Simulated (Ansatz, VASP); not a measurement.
## Two plane-wave programs on MoS2

```
CELL_PARAMETERS angstrom
3.14936 0.00000 0.00000
-1.57468 2.72742 0.00000
0.00000 0.00000 12.09177
ATOMIC_POSITIONS crystal
Mo 0.33333 0.66667 0.25000
Mo 0.66667 0.33333 0.75000
S 0.32668 0.65336 0.62380
S 0.66001 0.32002 0.12380
S 0.33999 0.67998 0.87620
S 0.67332 0.34664 0.37620
```

Change from the starting cell: mode 10 frozen in at -0.036 Å and mode 16 at +0.040 Å (largest displacements).

Alike in both runs: task single point; functional PBE; dispersion D3(BJ); k mesh 12 × 12 × 4; occupations gaussian, width 0.05 eV; no spin polarisation.

```csv
,VASP,Ansatz
version,VASP 6.6.1,Ansatz 0.2.0
potentials or method,"VASP PAW PBE potentials, release 64 (Mo_sv, S), cutoff 520 eV","scalar-relativistic, plane waves, PAW"
valence electrons in the cell,52,52
```

|  | VASP | Ansatz | Ansatz less VASP |
| --- | --- | --- | --- |
| gap on the k mesh at the Fermi level (eV) | 0.83 | 0.82 | -0.015 |
| least direct gap on the mesh (eV) | 1.64 | 1.64 | -0.004 |
| pressure (GPa) | 4.1 | 4.3 | +0.16 |
| traceless stress, the component that is largest in VASP (GPa) | -3.42 | -3.43 | -0.014 |
| rms of the force components (eV/Å) | 0.431 | 0.439 | +0.0079 |

Atom by atom the forces differ by 0.008 eV/Å (rms over components).
